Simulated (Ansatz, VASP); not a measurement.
# Two plane-wave programs on Ta5F2

```xyz
7
Lattice="3.2680 -0.0008 -0.0022 -0.0006 3.2862 -0.0002 -0.0063 -0.0007 10.1143" Properties=species:S:1:pos:R:3 pbc="T T T"
Ta    1.6365    1.6345    1.6764
Ta    1.6290    1.6333    8.4354
Ta    0.0025   -0.0093   -0.0001
Ta    0.0052   -0.0129    3.3644
Ta   -0.0050   -0.0148    6.7501
F    -0.0098    1.6711    5.0540
F     1.6238    0.0242    5.0590
```

Change from the starting cell: cell x1, atoms moved at random (sigma 0.05 Å) and cell strained at random (1.5 %), then relaxed without symmetry.

Alike in both runs: functional PBE; k mesh 6 × 6 × 2; occupations gaussian, width 0.2 eV; no spin polarisation.

Ansatz relaxed the structure, and its values are those at the end. VASP's run is a single point on that final structure, the one shown.

```csv
,VASP,Ansatz
version,VASP 6.6.1,Ansatz 0.2.0
potentials or method,"VASP PAW PBE potentials, release 64 (Ta_pv, F), cutoff 520 eV","scalar-relativistic, plane waves, PAW"
valence electrons in the cell,69,79
```

```csv
,VASP,Ansatz,Ansatz less VASP
gap on the k mesh at the Fermi level (eV),none,none,-
pressure (GPa),-0.1,-0.1,-0.01
rms of the force components (eV/Å),0.013,0.003,-0.0094
```

A gap of «none» marks a metal or a gap that the smearing closes. The functional is the same, so the differences come from potentials, cutoffs and numerics. VASP's potentials hold 69 valence electrons a cell and Ansatz's 79, so a difference there can come from the potentials and not from the codes.

Neither program's run includes spin-orbit coupling.
